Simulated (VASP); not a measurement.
# Zn3In4O (I4/mmm) in VASP: a series of runs

Runs on Zn3In4O. Level: PBE. Tasks: relaxation of cell and atoms, single point.

Everything below comes from runs of VASP 6.6.1. Logs are shortened: lines on timing, memory, paths and dates and some standing lists are left out, and cuts for length are marked.

### 1 The cell of the first run

It takes space group I4/mmm (No. 139, tetragonal). Conventional cell: a = 6.433 Å, b = 6.433 Å, c = 8.739 Å, α = 90.00°, β = 90.00°, γ = 90.00°. Zn (site symmetry -4m2) has 4 In at 2.52 Å within 3.3 Å. Zn (site symmetry 4/mmm) has 4 In at 1.96 Å within 2.6 Å. Within 2.6 Å of In (site symmetry m2m) lie 3 Zn at 1.96 to 2.52 Å and 1 In at 2.52 Å. Within 4.5 Å of O (site symmetry 4/mmm) lie 8 In at 3.45 Å and 10 Zn at 3.89 to 4.37 Å.

### 2 Relaxation of cell and atoms, PBE

INCAR

```
PREC     = Accurate       # precision mode
ENCUT    = 600            # plane-wave cutoff, eV
EDIFF    = 1E-6           # SCF threshold, eV
ISMEAR   = 0              # smearing method
SIGMA    = 0.2            # smearing width, eV
LREAL    = F              # projectors in reciprocal space
LASPH    = T              # aspherical terms in the spheres
NELM     = 60             # most SCF steps
ALGO     = Normal         # electronic algorithm
ISIF     = 3              # what is computed and relaxed
LWAVE    = F              # write WAVECAR
LCHARG   = F              # write CHGCAR
GGA      = PE             # functional
IBRION   = 2              # ionic algorithm
NSW      = 36             # ionic steps
EDIFFG   = -0.08          # ionic threshold
```

KPOINTS

```
Automatic mesh
0
Gamma
  4 4 4
```

POSCAR

```
Zn3In4O
1.0
   -3.2162873500      3.2162873500      4.3693899100
    3.2162873500     -3.2162873500      4.3693899100
    3.2162873500      3.2162873500     -4.3693899100
Zn In O
3 4 1
Direct
    0.7500000000      0.2500000000      0.5000000000
    0.2500000000      0.7500000000      0.5000000000
    0.0000000000      0.0000000000      0.0000000000
    0.0000000000      0.3043434800      0.3043434800
    0.0000000000      0.6956565200      0.6956565200
    0.3043434800      0.0000000000      0.3043434800
    0.6956565200      0.0000000000      0.6956565200
    0.5000000000      0.5000000000      0.0000000000
```

Potentials or basis: VASP PAW PBE potentials, release 64 (Zn, In_d, O).

Started as:

```console
> cat potpaw_PBE.64/Zn/POTCAR potpaw_PBE.64/In_d/POTCAR potpaw_PBE.64/O/POTCAR > POTCAR
> mpirun -np 1 vasp_std > vasp.out
```

OUTCAR:

```text
PREC = Accurate
   ENCUT = 600
   EDIFF = 1E-6
   ISMEAR = 0
   LREAL = F
   LASPH = T
   NELM = 60
   ISIF = 3
   GGA = PE
   IBRION = 2
   NSW = 36
   EDIFFG = -0.08

 ion  position               nearest neighbor table
   1  0.750  0.250  0.500-   4 2.52   5 2.52   6 2.52   7 2.52
   2  0.250  0.750  0.500-   4 2.52   5 2.52   6 2.52   7 2.52
   3  0.000  0.000  0.000-   4 1.96   5 1.96   6 1.96   7 1.96
   4  0.000  0.304  0.304-   3 1.96   5 2.52   1 2.52   2 2.52   6 2.77   7 2.77   5 3.92
   5  0.000  0.696  0.696-   3 1.96   4 2.52   1 2.52   2 2.52   6 2.77   7 2.77   4 3.92
   6  0.304  0.000  0.304-   3 1.96   7 2.52   1 2.52   2 2.52   4 2.77   5 2.77   7 3.92
   7  0.696  0.000  0.696-   3 1.96   6 2.52   1 2.52   2 2.52   5 2.77   4 2.77   6 3.92
   8  0.500  0.500  0.000-

  LATTYP: Found a body centered tetragonal cell.
 ALAT       =     6.4325747000
 C/A-ratio  =     1.3585197573

  Lattice vectors:

 A1 = (  -3.2162873500,   3.2162873500,   4.3693899100)
 A2 = (   3.2162873500,  -3.2162873500,   4.3693899100)
 A3 = (   3.2162873500,   3.2162873500,  -4.3693899100)

Analysis of symmetry for initial positions (statically):
=====================================================================
 Subroutine PRICEL returns:
 Original cell was already a primitive cell.

 Routine SETGRP: Setting up the symmetry group for a
 body centered tetragonal supercell.

 Subroutine GETGRP returns: Found 16 space group operations
 (whereof 16 operations were pure point group operations)
 out of a pool of 16 trial point group operations.

The static configuration has the point symmetry D_4h.

Analysis of symmetry for dynamics (positions and initial velocities):
=====================================================================
 Subroutine PRICEL returns:
 Original cell was already a primitive cell.

 Routine SETGRP: Setting up the symmetry group for a
 body centered tetragonal supercell.

 Subroutine GETGRP returns: Found 16 space group operations
 (whereof 16 operations were pure point group operations)
 out of a pool of 16 trial point group operations.

The dynamic configuration has the point symmetry D_4h.

 Subroutine INISYM returns: Found 16 space group operations
 (whereof 16 operations are pure point group operations),
 and found     1 'primitive' translations

----------------------------------------------------------------------------------------

                                     Primitive cell

  volume of cell :     180.7967

  direct lattice vectors                    reciprocal lattice vectors
    -3.216287350  3.216287350  4.369389910     0.000000000  0.155458747  0.114432452
     3.216287350 -3.216287350  4.369389910     0.155458747  0.000000000  0.114432452
     3.216287350  3.216287350 -4.369389910     0.155458747  0.155458747  0.000000000

  length of vectors
     6.307184540  6.307184540  6.307184540     0.193034214  0.193034214  0.219851868

  position of ions in fractional coordinates (direct lattice)
     0.750000000  0.250000000  0.500000000
     0.250000000  0.750000000  0.500000000
     0.000000000  0.000000000  0.000000000
     0.000000000  0.304343480  0.304343480
     0.000000000  0.695656520  0.695656520
     0.304343480  0.000000000  0.304343480
     0.695656520  0.000000000  0.695656520
     0.500000000  0.500000000  0.000000000

  ion indices of the primitive-cell ions
   primitive index   ion index
                 1           1
                 2           2
                 3           3
                 4           4
                 5           5
                 6           6
                 7           7
                 8           8

----------------------------------------------------------------------------------------

 KPOINTS: Automatic mesh

Automatic generation of k-mesh.
 Grid dimensions read from file:
 generate k-points for:    4    4    4

 Generating k-lattice:

  Cartesian coordinates                     Fractional coordinates (reciprocal lattice)
     0.000000000  0.038864687  0.028608113     0.250000000  0.000000000  0.000000000
     0.038864687  0.000000000  0.028608113     0.000000000  0.250000000  0.000000000
     0.038864687  0.038864687  0.000000000     0.000000000  0.000000000  0.250000000

  Length of vectors
     0.048258554  0.048258554  0.054962967

  Shift w.r.t. Gamma in fractional coordinates (k-lattice)
     0.000000000  0.000000000  0.000000000

 Subroutine IBZKPT returns following result:
 ===========================================

 Found     13 irreducible k-points:

 Following reciprocal coordinates:
            Coordinates               Weight
  0.000000  0.000000  0.000000      1.000000
  0.250000 -0.000000  0.000000      8.000000
  0.500000 -0.000000  0.000000      4.000000
  0.250000  0.250000  0.000000      8.000000
  0.500000  0.250000  0.000000     16.000000
 -0.250000  0.250000  0.000000      4.000000
  0.500000  0.500000  0.000000      2.000000
  0.250000  0.250000  0.250000      2.000000
 -0.250000  0.250000  0.250000      4.000000
  0.500000  0.500000  0.250000      4.000000
 -0.250000  0.500000  0.250000      8.000000
 -0.250000 -0.250000  0.250000      2.000000
  0.500000  0.500000  0.500000      1.000000
   k-points           NKPTS =     13   k-points in BZ     NKDIM =     13   number of bands    NBANDS=     56
   number of dos      NEDOS =    301   number of ions     NIONS =      8
   total plane-waves  NPLWV = 125000
   dimension x,y,z NGX =    50 NGY =   50 NGZ =   50
   dimension x,y,z NGXF=   100 NGYF=  100 NGZF=  100
   ions per type =               3   4   1
   NGX,Y,Z   is equivalent  to a cutoff of  13.18, 13.18, 13.18 a.u.
   NGXF,Y,Z  is equivalent  to a cutoff of  26.36, 26.36, 26.36 a.u.
 SYSTEM =  unknown system
   PREC   = accura    normal or accurate (medium, high low for compatibility)
   ISTART =      0    job   : 0-new  1-cont  2-samecut
   ICHARG =      2    charge: 1-file 2-atom 10-const
   ISPIN  =      1    spin polarized calculation?
   LNONCOLLINEAR =      F non collinear calculations
   LSORBIT =      F    spin-orbit coupling
   LASPH  =      T    aspherical Exc in radial PAW
   ENCUT  =  600.0 eV  44.10 Ry    6.64 a.u.  12.60 12.60 12.60*2*pi/ulx,y,z
   NELM   =     60;   NELMIN=  2; NELMDL= -5     # of ELM steps
   EDIFF  = 0.1E-05   stopping-criterion for ELM
   LREAL  =      F    real-space projection
   EDIFFG = -.8E-01   stopping-criterion for IOM
   NSW    =     36    number of steps for IOM
   IBRION =      2    ionic relax: 0-MD 1-quasi-New 2-CG
   NFREE  =      1    steps in history (QN), initial steepest desc. (CG)
   ISIF   =      3    stress and relaxation
   ISYM   =      2    0-nonsym 1-usesym 2-fastsym
   POTIM  = 0.5000    time-step for ionic-motion
   TEBEG  =    0.0;   TEEND  =   0.0 temperature during run
   PSTRESS=    0.0 pullay stress
   NELECT =      94.0000    total number of electrons
   NUPDOWN=      -1.0000    fix difference up-down
   EMIN   =  10.00;   EMAX   =-10.00  energy-range for DOS
   EFERMI =   0.00;   METHOD = LEGACY
   ISMEAR =     0;   SIGMA  =   0.20  broadening in eV -4-tet -1-fermi 0-gaus
   EFERMI_NEDOS =   21; number of points for ismear=-14 and -15
   IALGO  =     38    algorithm
   IMIX   =      4    mixing-type and parameters
     AMIX     =   0.40;   BMIX     =  1.00
     AMIX_MAG =   1.60;   BMIX_MAG =  1.00
  volume/ion in A,a.u.               =      22.60       152.51
  Fermi-wavevector in a.u.,A,eV,Ry     =   1.316398  2.487632 23.577594  1.732904
  Thomas-Fermi vector in A             =   2.446513
   LORBIT       =      0    0 simple, 1 ext, 2 COOP (PROOUT), +10 PAW based schemes
   GGA     = PE    functional components
   LHFCALC =     F    Hartree Fock is set to
   AEXX    =    0.0000 exact exchange contribution
   IVDW    =     0    specifies the selected vdW correction
   LEPSILON=     F    determine dielectric tensor
   LRPA    =     F    only Hartree local field effects (RPA)
 conjugate gradient relaxation of ions
 non-spin polarized calculation
 Gauss-broadening in eV      SIGMA  =   0.20
  energy-cutoff  :      600.00
  volume of cell :      180.80
 maximum number of plane-waves:      6069
   NGX = 25   NGY = 25   NGZ = 25

--------------------------------------- Ionic step        1  -------------------------------------------

 number of electron      94.0000014 magnetization

 Free energy of the ion-electron system (eV)
  ---------------------------------------------------
  ext. energy  EPLUGINS =         0.00000000
  ---------------------------------------------------
  free energy    TOTEN  =        -1.10976941 eV

  energy without entropy =       -1.01723100  energy(sigma->0) =       -1.06350020

------------------------ aborting loop because EDIFF is reached ----------------------------------------

  FORCE on cell =-STRESS in cart. coord.  units (eV):
  Direction    XX          YY          ZZ          XY          YZ          ZX
  --------------------------------------------------------------------------------------
  -------------------------------------------------------------------------------------
  Total       59.7768906     59.7768906     16.9970050      0.0000000      0.0000000      0.0000000
  in kB      529.7286044    529.7286044    150.6234209      0.0000000      0.0000000      0.0000000
  external PRESSURE =     403.3602099 kB  Pullay stress =       0.0000000 kB
[... 27 lines left out ...]
  energy  without entropy=       -1.0172310018  energy(sigma->0) =       -1.06350020

--------------------------------------- Ionic step        2  -------------------------------------------

 number of electron      93.9999894 magnetization

 E-fermi :  -0.2114     XC(G=0):  -6.3738

 val. band max:       -0.2128217402   @ k =   0.5000   0.2500   0.0000
 cond. band min:      -0.1849856115   @ k =   0.5000   0.5000   0.2500
 fundamental gap:      0.0278361287
 Fermi energy:        -0.2114067695

 k-point     1 :       0.0000    0.0000    0.0000
  band No.  band energies     occupation
      1     -18.8058      2.00000
      2     -18.8036      2.00000
      3     -17.6250      2.00000
      4     -17.5858      2.00000
      5     -17.4566      2.00000
      6     -17.4566      2.00000
[... 833 lines left out ...]
  FREE ENERGIE OF THE ION-ELECTRON SYSTEM (eV)
  ---------------------------------------------------
  free  energy   TOTEN  =        -3.7061859884 eV

  energy  without entropy=       -3.5301783394  energy(sigma->0) =       -3.61818216

[... ionic steps 4 to 7 ...]

--------------------------------------- Ionic step        8  -------------------------------------------

 number of electron      93.9999933 magnetization

------------------------ aborting loop because EDIFF is reached ----------------------------------------

  FORCE on cell =-STRESS in cart. coord.  units (eV):
  Direction    XX          YY          ZZ          XY          YZ          ZX
  --------------------------------------------------------------------------------------
  -------------------------------------------------------------------------------------
  Total       -0.3176228     -0.3176228     -0.9081795      0.0000000     -0.0000000      0.0000000
  in kB       -1.6882872     -1.6882872     -4.8273221      0.0000000     -0.0000000      0.0000000
  external PRESSURE =      -2.7346321 kB  Pullay stress =       0.0000000 kB
[... 69 lines left out ...]
  energy  without entropy=      -12.2490241680  energy(sigma->0) =      -12.32310128

--------------------------------------- Ionic step       10  -------------------------------------------

 number of electron      93.9999907 magnetization

 Free energy of the ion-electron system (eV)
  ---------------------------------------------------
  ext. energy  EPLUGINS =         0.00000000
  ---------------------------------------------------
  free energy    TOTEN  =       -12.40001150 eV

  energy without entropy =      -12.25212811  energy(sigma->0) =      -12.32606980

 E-fermi :   1.0117     XC(G=0):  -7.3825

 val. band max:        0.9786466668   @ k =   0.5000  -0.0000   0.0000
 cond. band min:       1.0133621230   @ k =   0.2500  -0.0000   0.0000
 fundamental gap:      0.0347154562
 Fermi energy:         1.0117058933

 k-point     1 :       0.0000    0.0000    0.0000
  band No.  band energies     occupation
      1     -14.2436      2.00000
      2     -14.1631      2.00000
      3     -13.9430      2.00000
      4     -13.9359      2.00000
      5     -13.9314      2.00000
      6     -13.9314      2.00000
[... 791 lines left out ...]
  FREE ENERGIE OF THE ION-ELECTRON SYSTEM (eV)
  ---------------------------------------------------
  free  energy   TOTEN  =       -12.4000114974 eV

  energy  without entropy=      -12.2521281085  energy(sigma->0) =      -12.32606980

 reached required accuracy - stopping structural energy minimisation
```

Wall time 26 min (1 thread of Intel Xeon 6975P-C (Granite Rapids), shared host); peak memory 0.45 GiB.

What came out:

```
Free energy                            : -12.4000 eV
Relaxed volume                         : 36.96 Å³/atom
Relaxed cell                           : a = 7.324 Å, b = 7.324 Å, c = 7.324 Å, α = 114.69°, β = 114.69°, γ = 99.47°
Space group after relaxing (to 0.05 Å) : I4/mmm (No. 139)
Energy gained by relaxing              : 1411.3 meV/atom
Ionic steps                            : 10
Pressure after relaxing                : 0.1 GPa
Largest force after relaxing           : 0.009 eV/Å
Band gap on the k mesh                 : zero (band 47 reaches 2.00 eV, above the bottom of band 48 at 0.76 eV)
```

Forces on the atoms (eV/Å):
```
Zn   0.000  0.000  0.000
Zn   0.000  0.000  0.000
Zn   0.000  0.000  0.000
In  -0.009  0.000  0.000
In   0.009  0.000  0.000
In   0.000 -0.009  0.000
In   0.000  0.009  0.000
O    0.000  0.000  0.000
```

Stress tensor (GPa, compression positive):
```
 0.14  0.00  0.00
 0.00  0.14  0.00
 0.00  0.00 -0.09
```

The path:
| step | energy change (eV) | largest force (eV/Å) | pressure (GPa) | volume (Å³) |
| --- | --- | --- | --- | --- |
| 1 | 0.0000 | 11.3618 | 40.34 | 180.80 |
| 2 | 3.6183 | 23.7455 | 11.71 | 368.93 |
| 3 | -2.5964 | 16.1741 | 9.77 | 312.83 |
| 4 | -5.1585 | 12.9509 | 9.49 | 283.39 |
| 5 | -7.6057 | 7.4448 | 13.14 | 228.61 |
| 6 | -10.7941 | 0.4277 | -2.25 | 351.65 |
| 7 | -11.2806 | 0.1977 | -0.18 | 299.87 |
| 8 | -11.2804 | 0.1594 | -0.27 | 301.42 |
| 9 | -11.2874 | 0.0902 | -0.12 | 298.77 |
| 10 | -11.2902 | 0.0091 | 0.06 | 295.68 |

Final structure:
```
Zn In O
1.0
    -3.95164    3.95164    4.73373
     3.95164   -3.95164    4.73373
     3.95164    3.95164   -4.73373
Zn In O
3 4 1
Direct
  0.75000 0.25000 0.50000
  0.25000 0.75000 0.50000
  0.00000 0.00000 0.00000
  0.00000 0.32268 0.32268
  0.00000 0.67732 0.67732
  0.32268 0.00000 0.32268
  0.67732 0.00000 0.67732
  0.50000 0.50000 0.00000
```

Caveat: the volume moved by over 15 % at a fixed basis, so the end points are rough; spin-orbit coupling is left out, which moves the levels of the heavy elements; the relaxation stopped at a loose force limit of 0.08 eV/Å, so its end isn't a converged minimum.

### 3 Single point, PBE

This run uses another cell than the first one, of 37.83 Å³/atom, 1.674 times its volume.

INCAR

```
SYSTEM = Zn3In4O
PREC = Accurate ; ENCUT = 520
EDIFF = 1E-6 ; ISMEAR = 0
SIGMA = 0.2 ; LREAL = .FALSE.
LASPH = .TRUE. ; NELM = 100
ALGO = Normal ; ISIF = 2
LWAVE = .FALSE. ; LCHARG = .FALSE.
GGA = PE ; NBANDS = 57
```

KPOINTS

```
regular mesh
0
G
  4 4 4
  0 0 0
```

POSCAR

```
Zn3In4O
1.0
   -4.0158973160      4.0158973160      4.6918341663
    4.0158973160     -4.0158973160      4.6918341663
    4.0158973160      4.0158973160     -4.6918341663
Zn In O
3 4 1
Direct
    0.7500000000      0.2500000000      0.5000000000
    0.2500000000      0.7500000000      0.5000000000
    0.0000000000      0.0000000000      0.0000000000
    0.0000000000      0.3209517470      0.3209517470
    0.0000000000      0.6790482530      0.6790482530
    0.3209517470      0.0000000000      0.3209517470
    0.6790482530      0.0000000000      0.6790482530
    0.5000000000      0.5000000000      0.0000000000
```

Potentials or basis: VASP PAW PBE potentials, release 64 (Zn, In_d, O).

Started as:

```console
> cat potpaw_PBE.64/Zn/POTCAR potpaw_PBE.64/In_d/POTCAR potpaw_PBE.64/O/POTCAR > POTCAR
> mpirun -np 1 vasp_std > vasp.out
```

Wall time 3.8 min (1 thread of AMD EPYC 9R45 (Zen 5), shared host); peak memory 0.5 GiB.

It converged, with:

```yaml
Free_energy: -12.4981 eV
Pressure: 0.0 GPa
Largest_force: 0.058 eV/Å
Band_gap_on_the_k_mesh: zero (band 47 reaches 1.82 eV, above the bottom of band 48 at 0.61 eV)
```

Forces on the atoms (eV/Å):
```
Zn   0.000  0.000  0.000
Zn   0.000  0.000  0.000
Zn   0.000  0.000  0.000
In   0.058  0.000  0.000
In  -0.058  0.000  0.000
In   0.000  0.058  0.000
In   0.000 -0.058  0.000
O    0.000  0.000  0.000
```

Levels at points of the mesh, in eV from the Fermi level:
```csv
k point,band 44,band 45,band 46,band 47,band 48,band 49,band 50,band 51
"(0.00, 0.00, 0.00)",-0.50,-0.50,-0.19,0.29,0.29,0.68,0.68,0.74
"(0.50, 0.00, 0.00)",-1.23,-0.84,-0.22,-0.16,-0.02,0.20,1.40,1.61
"(0.50, 0.50, 0.00)",-0.84,-0.68,-0.26,-0.25,-0.10,0.03,0.17,1.29
"(0.50, 0.50, 0.50)",-0.40,-0.16,0.15,0.95,0.95,1.07,1.19,1.29
```

Caveat: spin-orbit coupling is left out, which moves the levels of the heavy elements.
